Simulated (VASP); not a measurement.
# In (Fm-3m) in VASP: a series of runs, part 2 of 2

VASP 6.6.1. The steps go on from the part before.

## (4) Single point, revPBE (31.81 Å³/atom)

This run uses another cell than the first one, of 31.81 Å³/atom.

The input, INCAR:

```
SYSTEM = In
ALGO = Normal
EDIFF = 1E-6
ENCUT = 520
GGA = RE
ISIF = 2
ISMEAR = -1
LASPH = .TRUE.
LCHARG = .TRUE.
LELF = .TRUE.
LREAL = .FALSE.
LVHAR = .TRUE.
LWAVE = .FALSE.
NBANDS = 12
NELM = 60
PREC = Accurate
SIGMA = 0.1
```

The input, KPOINTS:

```
k-points
0
G
  13 13 13
  0 0 0
```

The input, POSCAR:

```
In
1.0
    0.0000000000      2.5147442098      2.5147442098
    2.5147442098      0.0000000000      2.5147442098
    2.5147442098      2.5147442098      0.0000000000
In
1
Direct
    0.0000000000      0.0000000000      0.0000000000
```

Command:

```
> cat potpaw_PBE.64/In_d/POTCAR > POTCAR
> mpirun -np 1 vasp_std > vasp.out
```

It took 24 s on 1 thread of Intel Xeon Platinum 8259CL at 2.50GHz (Skylake/Cascade Lake), shared host; peak memory 0.17 GiB.

It converged, with:

| Property | Result |
| --- | --- |
| Free energy | -2.2369 eV |
| Pressure | -2.7 GPa |
| Band gap on the k mesh | zero (an odd number of electrons rules out a gap without spin polarisation) |

Levels at points of the mesh, in eV from the Fermi level:
```
           k point  band 2  band 3  band 4  band 5  band 6  band 7  band 8  band 9  band 10  band 11
(0.00, 0.00, 0.00)  -14.54  -14.54  -14.44  -14.44   -8.31    8.91    8.91    8.91    11.02    12.46
```

Caveat: the PAW data sets were made with another functional, which shifts forces and pressure a little; spin-orbit coupling is left out, which moves the levels of the heavy elements.

## (5) Single point, revPBE

This run uses another cell than the first one, of 28.40 Å³/atom.

The input, INCAR:

```
PREC = Accurate
ENCUT = 520
EDIFF = 1E-7
ISMEAR = -1
SIGMA = 0.1
LREAL = False
LASPH = True
NELM = 60
ALGO = Normal
ISIF = 2
LWAVE = False
LCHARG = True
GGA = RE
LELF = True
LVHAR = True
NBANDS = 12
```

The input, KPOINTS:

```
Automatic mesh
0
Gamma
  18 18 18
```

The input, POSCAR:

```
In
1.0
    0.0000000000      2.4215186002      2.4215186002
    2.4215186002      0.0000000000      2.4215186002
    2.4215186002      2.4215186002      0.0000000000
In
1
Direct
    0.0000000000      0.0000000000      0.0000000000
```

Potentials or basis: VASP PAW PBE potentials, release 64 (In_d).

Command:

```
> cat potpaw_PBE.64/In_d/POTCAR > POTCAR
> mpirun -np 1 vasp_std > vasp.out
```

OUTCAR:

```text
PREC = Accurate
   ENCUT = 520
   EDIFF = 1E-7
   ISMEAR = -1
   LREAL = False
   LASPH = True
   NELM = 60
   ISIF = 2
   GGA = RE

 ion  position               nearest neighbor table
   1  0.000  0.000  0.000-

  LATTYP: Found a face centered cubic cell.
 ALAT       =     4.8430372004

  Lattice vectors:

 A1 = (   0.0000000000,   2.4215186002,   2.4215186002)
 A2 = (   2.4215186002,   0.0000000000,   2.4215186002)
 A3 = (   2.4215186002,   2.4215186002,   0.0000000000)

Analysis of symmetry for initial positions (statically):
=====================================================================
 Subroutine PRICEL returns:
 Original cell was already a primitive cell.

 Routine SETGRP: Setting up the symmetry group for a
 face centered cubic supercell.

 Subroutine GETGRP returns: Found 48 space group operations
 (whereof 48 operations were pure point group operations)
 out of a pool of 48 trial point group operations.

The static configuration has the point symmetry O_h .

Analysis of symmetry for dynamics (positions and initial velocities):
[... 160 lines left out ...]
 cond. band min:       6.7798503452   @ k =  -0.2778   0.4444   0.1667
 fundamental gap:      0.0505724391
 Fermi energy:         6.7327559413

 k-point     1 :       0.0000    0.0000    0.0000
  band No.  band energies     occupation
      1      -7.8753      2.00000
      2      -7.8753      2.00000
      3      -7.8753      2.00000
      4      -7.7403      2.00000
      5      -7.7403      2.00000
      6      -2.2630      2.00000
      7      16.6086      0.00000
      8      16.6086      0.00000
      9      16.6086      0.00000
     10      18.0205      0.00000
     11      20.0313      0.00000
     12      20.0313      0.00000
[... 331 lines left out ...]
 k-point    24 :      -0.2222    0.0556    0.0000
  band No.  band energies     occupation
      1      -7.8886      2.00000
      2      -7.8392      2.00000
      3      -7.8365      2.00000
      4      -7.7312      2.00000
      5      -7.6979      2.00000
      6      -1.0035      2.00000
      7       9.9867      0.00000
      8      14.1607      0.00000
      9      16.0437      0.00000
     10      17.8534      0.00000
     11      19.6028      0.00000
     12      19.8052      0.00000

 [... further k-points ...]
[... 5 lines left out ...]
  --------------------------------------------------------------------------------------
  -------------------------------------------------------------------------------------
  Total       -0.0015202     -0.0015202     -0.0015202      0.0000000     -0.0000000     -0.0000000
  in kB       -0.0857660     -0.0857660     -0.0857660      0.0000000     -0.0000000     -0.0000000
  external PRESSURE =      -0.0857660 kB  Pullay stress =       0.0000000 kB

 VOLUME and BASIS-vectors are now :
 -----------------------------------------------------------------------------
  energy-cutoff  :      520.00
  volume of cell :       28.40
      direct lattice vectors                 reciprocal lattice vectors
     0.000000000  2.421518600  2.421518600    -0.206481999  0.206481999  0.206481999
     2.421518600  0.000000000  2.421518600     0.206481999 -0.206481999  0.206481999
     2.421518600  2.421518600  0.000000000     0.206481999  0.206481999 -0.206481999

 POSITION                                       TOTAL-FORCE (eV/Angst)
 -----------------------------------------------------------------------------------
      0.00000      0.00000      0.00000         0.000000      0.000000      0.000000
 -----------------------------------------------------------------------------------
    total drift:                               -0.000000     -0.000000     -0.000000

  FREE ENERGIE OF THE ION-ELECTRON SYSTEM (eV)
  ---------------------------------------------------
  free  energy   TOTEN  =        -2.2690289216 eV

  energy  without entropy=       -2.2540547422  energy(sigma->0) =       -2.26154183
```

Wall time 53 s (1 thread of Intel Xeon Platinum 8259CL at 2.50GHz (Skylake/Cascade Lake), shared host); peak memory 0.2 GiB.

What came out:

```
Free energy            : -2.2690 eV
Pressure               : 0.0 GPa
Band gap on the k mesh : zero (an odd number of electrons rules out a gap without spin polarisation)
```

Caveat: the PAW data sets were made with another functional, which shifts forces and pressure a little; spin-orbit coupling is left out, which moves the levels of the heavy elements.

## (6) Relaxation of cell and atoms, revPBE

This run uses another cell than the first one, of 26.14 Å³/atom.

The input, INCAR:

```
SYSTEM = In
PREC = Accurate ; ENCUT = 600
EDIFF = 1E-7 ; ISMEAR = -1
SIGMA = 0.1 ; LREAL = .FALSE.
LASPH = .TRUE. ; NELM = 80
ALGO = Normal ; ISIF = 3
LWAVE = .FALSE. ; LCHARG = .FALSE.
GGA = RE ; IBRION = 2
NSW = 80 ; EDIFFG = -0.01
```

The input, KPOINTS:

```
Automatic mesh
0
G
  12 12 12
  0 0 0
```

The input, POSCAR:

```
In
1.0
    0.0000000000      2.3556547913      2.3556547913
    2.3556547913      0.0000000000      2.3556547913
    2.3556547913      2.3556547913      0.0000000000
In
1
Direct
    0.0000000000      0.0000000000      0.0000000000
```

Potentials or basis: VASP PAW PBE potentials, release 64 (In_d).

Command:

```
> cat potpaw_PBE.64/In_d/POTCAR > POTCAR
> mpirun -np 1 vasp_std > vasp.out
```

Run time: 44 s. Hardware: 1 thread of Intel Xeon Platinum 8259CL at 2.50GHz (Skylake/Cascade Lake), shared host; peak memory 0.18 GiB.

The run converged. Its results:

```yaml
Free_energy: -2.2666 eV
Relaxed_volume: 28.39 Å³/atom
Relaxed_cell: a = 3.424 Å, b = 3.424 Å, c = 3.424 Å, α = 60.00°, β = 60.00°, γ = 60.00°
Space_group_after_relaxing_to_0.1_Å: Fm-3m (No. 225)
Energy_gained_by_relaxing: 20.6 meV/atom
Ionic_steps: 3
Pressure_after_relaxing: 0.0 GPa
Band_gap_on_the_k_mesh: zero (an odd number of electrons rules out a gap without spin polarisation)
```

Step by step:
```csv
step,energy change (eV),largest force (eV/Å),pressure (GPa),volume (Å³)
1,0.0000,0.0000,3.21,26.14
2,-0.0204,0.0000,0.23,28.18
3,-0.0206,0.0000,-0.01,28.39
```

Final structure:
```
CELL_PARAMETERS angstrom
0.00000 2.42122 2.42122
2.42122 0.00000 2.42122
2.42122 2.42122 0.00000
ATOMIC_POSITIONS crystal
In 0.00000 0.00000 0.00000
```

Levels at points of the mesh, in eV from the Fermi level:
| k point | band 2 | band 3 | band 4 | band 5 | band 6 | band 7 | band 8 | band 9 | band 10 |
| --- | --- | --- | --- | --- | --- | --- | --- | --- | --- |
| (0.00, 0.00, 0.00) | -14.60 | -14.60 | -14.46 | -14.46 | -8.99 | 9.89 | 9.89 | 9.89 | 11.30 |
| (0.50, 0.00, 0.00) | -14.59 | -14.59 | -14.34 | -14.34 | -4.25 | -3.04 | 7.90 | 7.90 | 10.64 |
| (0.50, 0.50, 0.00) | -14.69 | -14.35 | -14.30 | -14.30 | -2.21 | -1.96 | 3.88 | 3.88 | 6.94 |

Caveat: the PAW data sets were made with another functional, which shifts forces and pressure a little; spin-orbit coupling is left out, which moves the levels of the heavy elements.

## (7) Summary

```csv
task,cell,k mesh,cutoff (eV),gap on the mesh (eV),pressure (GPa)
single point,"a = 3.470 Å, angles 60.0°, 1 atom",13 × 13 × 13,520,none,-1.1
single point,"a = 3.514 Å, angles 60.0°, 1 atom",13 × 13 × 13,520,none,-2.0
single point,"a = 3.556 Å, angles 60.0°, 1 atom",13 × 13 × 13,520,none,-2.7
single point,"a = 3.425 Å, angles 60.0°, 1 atom",18 × 18 × 18,520,none,0.0
relaxation of cell and atoms,"relaxed from a = 3.331 Å, angles 60.0°, 1 atom",12 × 12 × 12,600,none,0.0
```

Alike in all rows: level revPBE; potentials or basis VASP PAW PBE potentials, release 64 (In_d); no spin polarisation; smearing fermi-dirac 0.1 eV.

Caveats: the PAW data sets were made with another functional, which shifts forces and pressure a little; spin-orbit coupling is left out, which moves the levels of the heavy elements.

Total energies depend on the potentials used, so only differences within one code and one set of settings carry meaning.
